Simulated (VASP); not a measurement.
NiS, 4 atoms in the cell. It takes space group P6_3/mmc (No. 194, hexagonal). Conventional cell: a = 3.425 Å, b = 3.425 Å, c = 5.340 Å, α = 90.00°, β = 90.00°, γ = 120.00°. Within 3.2 Å of Ni (site symmetry -3m) lie 6 S at 2.39 Å and 2 Ni at 2.67 Å. Within 3.5 Å of S (site symmetry -6m2) lie 6 Ni at 2.39 Å and 12 S at 3.32 to 3.43 Å. 

```yaml
Program: VASP 6.6.1
Task: single point
Functional: LDA
Potentials_or_basis: VASP PAW LDA potentials, release 64 (Ni_sv_GW, S)
Cutoff: 590 eV
k_mesh: 6 × 6 × 4
Occupations: gaussian, width 0.05 eV
Spin: collinear spin, ferromagnetic start
Starting_moments: "[1.44, 1.44, 0.38, 0.38] μB"
Fixed_moment: 3.6 μB
Hubbard_terms: Ni d U = 4.0 eV
Dipole_correction: no
Further_INCAR_settings: ALGO = Normal; EDIFF = 1e-06; NBANDS = 36
```

Potentials or basis: VASP PAW LDA potentials, release 64 (Ni_sv_GW, S).

The run is started by

```bash
$ cat potpaw_LDA.64/Ni_sv_GW/POTCAR potpaw_LDA.64/S/POTCAR > POTCAR
$ mpirun -np 1 vasp_std > vasp.out
```

Hardware: 1 thread of Intel(R) Xeon(R) Platinum 8124M CPU @ 3.00GHz (Skylake/Cascade Lake) (shared host).

Problem. How long does it take, and how much memory?

Solution. Run time: 110 s on 1 thread of Intel(R) Xeon(R) Platinum 8124M CPU @ 3.00GHz (Skylake/Cascade Lake) (shared host), peak memory 0.22 GiB. Counts: scf iterations 18, k points 21.
